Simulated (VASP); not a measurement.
## MgZr2O3: single point with PBE

MgZr2O3:

```xyz
12
Lattice="2.6823 -4.6501 0.0058 2.6823 4.6501 0.0058 -1.7798 0.0000 5.4892" Properties=species:S:1:pos:R:3 pbc="T T T"
Mg    2.6823   -3.1001    0.0058
Mg    2.6823    3.1001    0.0058
Zr   -0.8899    0.0000    2.7446
Zr    1.7924    1.5434    2.7504
Zr    1.7924   -1.5434    2.7504
Zr    2.6823    0.0000    0.0058
O    -0.0353    1.6324    4.3413
O     3.6202    1.6324    1.1595
O    -0.0353   -1.6324    4.3413
O     3.6202   -1.6324    1.1595
O     2.7814    0.0000    4.3686
O     0.8034    0.0000    1.1322
```

```
Program             : VASP 6.6.1
Task                : single point
Functional          : PBE
Potentials or basis : VASP PAW PBE potentials, release 64 (Mg, Zr_sv, O)
Cutoff              : 520 eV
k mesh              : 3 × 3 × 2
Occupations         : gaussian, width 0.15 eV
Spin                : no spin polarisation
```

```
Pressure               : -0.4 GPa
Largest force          : 0.030 eV/Å
Band gap on the k mesh : zero (band 44 reaches 11.21 eV, above the bottom of band 45 at 10.37 eV)
```

Forces on the atoms (eV/Å):
```
Mg   0.000  0.000  0.000
Mg   0.000  0.000  0.000
Zr   0.000  0.000  0.000
Zr   0.000  0.020  0.000
Zr   0.000 -0.020  0.000
Zr   0.000  0.000  0.000
O    0.016 -0.011  0.023
O   -0.016 -0.011 -0.023
O    0.016  0.011  0.023
O   -0.016  0.011 -0.023
O    0.007  0.000  0.019
O   -0.007  0.000 -0.019
```

Stress tensor (GPa, compression positive):
```
-0.58  0.00  0.00
 0.00 -0.65  0.00
 0.00  0.00 -0.09
```

Levels at points of the mesh, in eV from the Fermi level:
```tsv
k point	band 39	band 40	band 41	band 42	band 43	band 44	band 45	band 46	band 47	band 48
(0.00, 0.00, 0.00)	-4.91	-4.89	-1.65	-0.83	0.14	0.16	0.38	0.56	0.73	0.76
(0.00, 0.00, 0.50)	-5.45	-5.44	-1.24	-0.67	0.33	0.43	0.57	0.95	0.96	0.98
```

Wall time 43 s on 1 thread of Intel(R) Xeon(R) 6975P-C (Granite Rapids), on a shared host, peak memory 0.27 GiB.

Caveat: the k points lie up to 0.57 Å⁻¹ apart.
